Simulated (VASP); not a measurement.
# AlGa3N4 (Pm) in VASP: further runs

Runs on AlGa3N4. Level: r2SCAN. Tasks: single point.

Program: VASP 6.6.1. These are calculated values, not measurements. Logs are shortened: lines on timing, memory, paths and dates and some standing lists are left out, and cuts for length are marked.

## Step 1: The cell of the first run

It takes space group Pm (No. 6, monoclinic). The conventional cell has a = 5.139 Å, b = 3.163 Å, c = 6.299 Å, α = 90.00°, β = 90.03°, γ = 90.00°. Al (site symmetry m) has 4 N at 1.90 to 2.15 Å within 2.5 Å. Ga (site symmetry m) has 4 N at 1.95 to 2.20 Å within 2.6 Å. Within 2.6 Å of Ga (site symmetry m) lie 4 N at 1.96 to 2.20 Å. Ga (site symmetry m) has 4 N at 1.95 to 2.23 Å within 2.6 Å. Within 2.6 Å of N (site symmetry m) lie 3 Ga at 1.95 to 2.02 Å and 1 Al at 2.15 Å. Within 2.6 Å of N (site symmetry m) lie 2 Ga at 1.96 to 2.23 Å and 2 Al at 1.96 Å. Within 2.6 Å of N (site symmetry m) lie 4 Ga at 1.95 to 2.20 Å. Within 2.5 Å of N (site symmetry m) lie 1 Al at 1.90 Å and 3 Ga at 2.01 to 2.20 Å.

## Step 2: Single point, r2SCAN (strain +0.1500 x Voigt [0, 0, 1, 0, 0, 0])

Input file POSCAR:

```
AlGa3N4
1.0
    5.1389202027      0.0000000000      0.0000197652
    0.0000000000      3.1634143065      0.0000000000
   -0.0036943801      0.0000000000      6.2985437653
Al Ga N
1 3 4
Direct
    0.0005828856      0.5000000000      0.6672982355
    0.4991712867      0.5000000000      0.3350606990
    0.4992511921      0.0000000000      0.8314570702
    0.9998609978      0.0000000000      0.1661913850
    0.1194130437      0.5000000000      0.3406010341
    0.1173310430      0.0000000000      0.8259310374
    0.6202395493      0.0000000000      0.1661937142
    0.6317500118      0.5000000000      0.6672678245
```

Input file INCAR.step1:

```
PREC     = Accurate       # precision mode
ENCUT    = 520            # plane-wave cutoff, eV
ISMEAR   = 0              # smearing method
SIGMA    = 0.05           # smearing width, eV
LREAL    = False          # projectors in reciprocal space
LASPH    = True           # aspherical terms in the spheres
NELM     = 100            # most SCF steps
NBANDS   = 41             # bands
GGA      = PE             # functional
ALGO     = Normal         # electronic algorithm
EDIFF    = 1E-4           # SCF threshold, eV
LWAVE    = True           # write WAVECAR
LCHARG   = False          # write CHGCAR
```

Input file INCAR.step2:

```
PREC     = Accurate       # precision mode
ENCUT    = 520            # plane-wave cutoff, eV
EDIFF    = 1E-6           # SCF threshold, eV
ISMEAR   = 0              # smearing method
SIGMA    = 0.05           # smearing width, eV
LREAL    = False          # projectors in reciprocal space
LASPH    = True           # aspherical terms in the spheres
NELM     = 100            # most SCF steps
ALGO     = Normal         # electronic algorithm
ISIF     = 2              # what is computed and relaxed
LWAVE    = False          # write WAVECAR
LCHARG   = True           # write CHGCAR
METAGGA  = R2SCAN         # meta-GGA
LMIXTAU  = True         
LELF     = True           # ELF
LVHAR    = True         
NBANDS   = 41             # bands
ISTART   = 1
```

Input file KPOINTS:

```
regular mesh
0
Gamma
  6 8 4
```

Potentials or basis: VASP PAW PBE potentials, release 64 (Al, Ga_d, N).

Command:

```
> cat potpaw_PBE.64/Al/POTCAR potpaw_PBE.64/Ga_d/POTCAR potpaw_PBE.64/N/POTCAR > POTCAR
> cp INCAR.step1 INCAR
> mpirun -np 1 vasp_std > vasp.out
> cp INCAR.step2 INCAR
> mpirun -np 1 vasp_std > vasp.out
```

OUTCAR:

```text
PREC = Accurate
   ENCUT = 520
   EDIFF = 1E-6
   ISMEAR = 0
   LREAL = False
   LASPH = True
   NELM = 100
   ISIF = 2
   METAGGA = R2SCAN
   ISTART = 1

 ion  position               nearest neighbor table
   1  0.001  0.500  0.667-   8 1.90   6 1.96   6 1.96   5 2.15
   2  0.499  0.500  0.335-   5 1.95   7 2.01   7 2.01   8 2.20
   3  0.499  0.000  0.831-   6 1.96   8 2.01   8 2.01   7 2.20
   4  1.000  0.000  0.166-   7 1.95   5 2.02   5 2.02   6 2.23
   5  0.119  0.500  0.341-   2 1.95   4 2.02   4 2.02   1 2.15
   6  0.117  0.000  0.826-   3 1.96   1 1.96   1 1.96   4 2.23
   7  0.620  0.000  0.166-   4 1.95   2 2.01   2 2.01   3 2.20
   8  0.632  0.500  0.667-   1 1.90   3 2.01   3 2.01   2 2.20

  LATTYP: Found a simple monoclinic cell.
 ALAT       =     5.1389202027
 B/A-ratio  =     0.6155795735
 C/A-ratio  =     1.2256553128
 COS(beta)  =    -0.0005826988

  Lattice vectors:

 A1 = (   5.1389202027,   0.0000000000,   0.0000197652)
 A2 = (   0.0000000000,   3.1634143065,   0.0000000000)
 A3 = (  -0.0036943801,   0.0000000000,   6.2985437653)

Analysis of symmetry for initial positions (statically):
=====================================================================
 Subroutine PRICEL returns:
 Original cell was already a primitive cell.

 Routine SETGRP: Setting up the symmetry group for a
 simple monoclinic supercell.

 Subroutine GETGRP returns: Found  2 space group operations
 (whereof  2 operations were pure point group operations)
 out of a pool of  4 trial point group operations.

The static configuration has the point symmetry C_1h.

Analysis of symmetry for dynamics (positions and initial velocities):
=====================================================================
 Subroutine PRICEL returns:
 Original cell was already a primitive cell.

 Routine SETGRP: Setting up the symmetry group for a
 simple monoclinic supercell.

 Subroutine GETGRP returns: Found  2 space group operations
 (whereof  2 operations were pure point group operations)
 out of a pool of  4 trial point group operations.

The dynamic configuration has the point symmetry C_1h.

 Subroutine INISYM returns: Found  2 space group operations
 (whereof  2 operations are pure point group operations),
 and found     1 'primitive' translations

----------------------------------------------------------------------------------------

                                     Primitive cell

  volume of cell :     102.3925

  direct lattice vectors                    reciprocal lattice vectors
     5.138920203  0.000000000  0.000019765     0.194593408  0.000000000  0.000114138
     0.000000000  3.163414306  0.000000000     0.000000000  0.316114142  0.000000000
    -0.003694380  0.000000000  6.298543765    -0.000000611  0.000000000  0.158766857

  length of vectors
     5.138920203  3.163414306  6.298544849     0.194593442  0.316114142  0.158766857

  position of ions in fractional coordinates (direct lattice)
     0.000582886  0.500000000  0.667298235
     0.499171287  0.500000000  0.335060699
     0.499251192  0.000000000  0.831457070
     0.999860998  0.000000000  0.166191385
     0.119413044  0.500000000  0.340601034
     0.117331043  0.000000000  0.825931037
     0.620239549  0.000000000  0.166193714
     0.631750012  0.500000000  0.667267825

  ion indices of the primitive-cell ions
   primitive index   ion index
                 1           1
                 2           2
                 3           3
                 4           4
                 5           5
                 6           6
                 7           7
                 8           8

----------------------------------------------------------------------------------------

 KPOINTS: regular mesh

Automatic generation of k-mesh.
 Grid dimensions read from file:
 generate k-points for:    6    8    4

 Generating k-lattice:

  Cartesian coordinates                     Fractional coordinates (reciprocal lattice)
     0.032432235  0.000000000  0.000019023     0.166666667  0.000000000  0.000000000
     0.000000000  0.039514268  0.000000000     0.000000000  0.125000000  0.000000000
    -0.000000153  0.000000000  0.039691714     0.000000000  0.000000000  0.250000000

  Length of vectors
     0.032432240  0.039514268  0.039691714

  Shift w.r.t. Gamma in fractional coordinates (k-lattice)
     0.000000000  0.000000000  0.000000000

 Subroutine IBZKPT returns following result:
 ===========================================

 Found     70 irreducible k-points:

 Following reciprocal coordinates:
            Coordinates               Weight
  0.000000  0.000000  0.000000      1.000000
  0.166667  0.000000  0.000000      2.000000
  0.333333  0.000000  0.000000      2.000000
  0.500000  0.000000  0.000000      1.000000
  0.000000  0.125000  0.000000      2.000000
  0.166667  0.125000  0.000000      4.000000
[... 16 lines left out ...]
  0.333333  0.000000  0.250000      2.000000
  0.500000  0.000000  0.250000      2.000000
 [... further k-points ...]
   k-points           NKPTS =     70   k-points in BZ     NKDIM =     70   number of bands    NBANDS=     41
   number of dos      NEDOS =    301   number of ions     NIONS =      8
   total plane-waves  NPLWV =  46080
   dimension x,y,z NGX =    40 NGY =   24 NGZ =   48
   dimension x,y,z NGXF=    80 NGYF=   48 NGZF=   96
   ions per type =               1   3   4
   NGX,Y,Z   is equivalent  to a cutoff of  12.94, 12.61, 12.67 a.u.
   NGXF,Y,Z  is equivalent  to a cutoff of  25.88, 25.23, 25.34 a.u.
 SYSTEM =  unknown system
   PREC   = accura    normal or accurate (medium, high low for compatibility)
   ISTART =      1    job   : 0-new  1-cont  2-samecut
   ICHARG =      0    charge: 1-file 2-atom 10-const
   ISPIN  =      1    spin polarized calculation?
   LNONCOLLINEAR =      F non collinear calculations
   LSORBIT =      F    spin-orbit coupling
   LASPH  =      T    aspherical Exc in radial PAW
   ENCUT  =  520.0 eV  38.22 Ry    6.18 a.u.   9.55  5.88 11.71*2*pi/ulx,y,z
   NELM   =    100;   NELMIN=  2; NELMDL=  0     # of ELM steps
   EDIFF  = 0.1E-05   stopping-criterion for ELM
   LREAL  =      F    real-space projection
   EDIFFG = 0.1E-04   stopping-criterion for IOM
   NSW    =      0    number of steps for IOM
   IBRION =     -1    ionic relax: 0-MD 1-quasi-New 2-CG
   NFREE  =      0    steps in history (QN), initial steepest desc. (CG)
   ISIF   =      2    stress and relaxation
   ISYM   =      2    0-nonsym 1-usesym 2-fastsym
   POTIM  = 0.5000    time-step for ionic-motion
   TEBEG  =    0.0;   TEEND  =   0.0 temperature during run
   PSTRESS=    0.0 pullay stress
   NELECT =      62.0000    total number of electrons
   NUPDOWN=      -1.0000    fix difference up-down
   EMIN   =  10.00;   EMAX   =-10.00  energy-range for DOS
   EFERMI =   0.00;   METHOD = LEGACY
   ISMEAR =     0;   SIGMA  =   0.05  broadening in eV -4-tet -1-fermi 0-gaus
   EFERMI_NEDOS =   21; number of points for ismear=-14 and -15
   IALGO  =     38    algorithm
   IMIX   =      4    mixing-type and parameters
     AMIX     =   0.40;   BMIX     =  1.00
     AMIX_MAG =   1.60;   BMIX_MAG =  1.00
  volume/ion in A,a.u.               =      12.80        86.37
  Fermi-wavevector in a.u.,A,eV,Ry     =   1.384999  2.617268 26.098986  1.918221
  Thomas-Fermi vector in A             =   2.509450
   LORBIT       =      0    0 simple, 1 ext, 2 COOP (PROOUT), +10 PAW based schemes
   METAGGA = R2SCAN    functional components
   LHFCALC =     F    Hartree Fock is set to
   AEXX    =    0.0000 exact exchange contribution
   IVDW    =     0    specifies the selected vdW correction
   LEPSILON=     F    determine dielectric tensor
   LRPA    =     F    only Hartree local field effects (RPA)
 non-spin polarized calculation
 Gauss-broadening in eV      SIGMA  =   0.05
  energy-cutoff  :      520.00
  volume of cell :      102.39
 maximum number of plane-waves:      2790
 NGX is ok and might be reduce to    40
   NGX = 19   NGY = 11   NGZ = 23

 number of electron      61.9999980 magnetization

 Free energy of the ion-electron system (eV)
  ---------------------------------------------------
  ext. energy  EPLUGINS =         0.00000000
  ---------------------------------------------------
  free energy    TOTEN  =       -83.04895248 eV

  energy without entropy =      -83.04895248  energy(sigma->0) =      -83.04895248

 E-fermi :   4.4681     XC(G=0): -11.6078

 val. band max:        4.2245199969   @ k =   0.0000   0.0000   0.0000
 cond. band min:       5.6082385126   @ k =   0.0000   0.0000   0.0000
 fundamental gap:      1.3837185157
 Fermi energy:         4.4680684726

 k-point     1 :       0.0000    0.0000    0.0000
  band No.  band energies     occupation
      1     -11.7293      2.00000
      2     -11.1804      2.00000
      3     -11.0474      2.00000
      4     -10.7236      2.00000
      5      -9.8410      2.00000
      6      -9.7807      2.00000
[... 33 lines left out ...]
     40      14.4831      0.00000
     41      14.5857      0.00000

 k-point     2 :       0.1667    0.0000    0.0000
  band No.  band energies     occupation
      1     -11.6563      2.00000
      2     -11.1736      2.00000
      3     -11.0283      2.00000
      4     -10.7238      2.00000
      5      -9.8303      2.00000
      6      -9.7786      2.00000
[... 33 lines left out ...]
     40      14.0369      0.00000
     41      14.5987      0.00000

 k-point     3 :       0.3333    0.0000    0.0000
  band No.  band energies     occupation
      1     -11.4740      2.00000
      2     -11.1847      2.00000
      3     -10.9850      2.00000
      4     -10.7238      2.00000
      5      -9.8054      2.00000
      6      -9.7773      2.00000
[... 875 lines left out ...]
      2     -11.1740      2.00000
      3     -11.0155      2.00000
      4     -10.7280      2.00000
      5      -9.8091      2.00000
      6      -9.7721      2.00000
[... 33 lines left out ...]
     40      13.8685      0.00000
     41      14.1989      0.00000

 k-point    24 :       0.5000    0.0000    0.2500
  band No.  band energies     occupation
      1     -11.2807      2.00000
      2     -11.2223      2.00000
      3     -10.9818      2.00000
      4     -10.7281      2.00000
      5      -9.7933      2.00000
      6      -9.7789      2.00000
[... 33 lines left out ...]
     40      13.8991      0.00000
     41      14.0877      0.00000

 [... further k-points ...]

------------------------ aborting loop because EDIFF is reached ----------------------------------------

  FORCE on cell =-STRESS in cart. coord.  units (eV):
  Direction    XX          YY          ZZ          XY          YZ          ZX
  --------------------------------------------------------------------------------------
  -------------------------------------------------------------------------------------
  Total       -4.2759896     -5.5213331    -24.4888982      0.0000000      0.0000000      0.0051179
  in kB      -66.9081656    -86.3945660   -383.1878471      0.0000000      0.0000000      0.0800825
  external PRESSURE =    -178.8301929 kB  Pullay stress =       0.0000000 kB

 VOLUME and BASIS-vectors are now :
 -----------------------------------------------------------------------------
  energy-cutoff  :      520.00
  volume of cell :      102.39
      direct lattice vectors                 reciprocal lattice vectors
     5.138920203  0.000000000  0.000019765     0.194593408  0.000000000  0.000114138
     0.000000000  3.163414306  0.000000000     0.000000000  0.316114142  0.000000000
    -0.003694380  0.000000000  6.298543765    -0.000000611  0.000000000  0.158766857

 POSITION                                       TOTAL-FORCE (eV/Angst)
 -----------------------------------------------------------------------------------
      0.00053      1.58171      4.20301         0.277655      0.000000      0.080737
      2.56396      1.58171      2.11040         0.338969      0.000000     -0.024500
      2.56254      0.00000      5.23698         0.295946      0.000000      0.004949
      5.13759      0.00000      1.04678         0.224935      0.000000      0.121472
      0.61240      1.58171      2.14529        -0.329955      0.000000      0.308754
      0.59990      0.00000      5.20217        -0.218720      0.000000     -0.004191
      3.18675      0.00000      1.04679        -0.272959      0.000000     -0.252011
      3.24405      1.58171      4.20283        -0.315870      0.000000     -0.235211
 -----------------------------------------------------------------------------------
    total drift:                               -0.025327      0.000000      0.000685

  FREE ENERGIE OF THE ION-ELECTRON SYSTEM (eV)
  ---------------------------------------------------
  free  energy   TOTEN  =       -83.0489524781 eV

  energy  without entropy=      -83.0489524781  energy(sigma->0) =      -83.04895248
```

It took 21 min on 1 thread of Oxide Virtual Turin-like, shared host; peak memory 0.34 GiB.

Results:

```yaml
Free_energy: -83.0490 eV
Pressure: -17.9 GPa
Largest_force: 0.452 eV/Å
Band_gap_on_the_k_mesh: 1.38 eV
```

Forces in eV/Å, atoms in the order of the input:
```
Al   0.278  0.000  0.081
Ga   0.339  0.000 -0.025
Ga   0.296  0.000  0.005
Ga   0.225  0.000  0.121
N   -0.330  0.000  0.309
N   -0.219  0.000 -0.004
N   -0.273  0.000 -0.252
N   -0.316  0.000 -0.235
```

Caveat: the cell differs from its parent crystal (strain +0.1500 x Voigt [0, 0, 1, 0, 0, 0]); the stress differs along the axes, from -38 to -7 GPa; the PAW data sets were made with another functional, which shifts forces and pressure a little.

(Continued in part 2 of 2.)
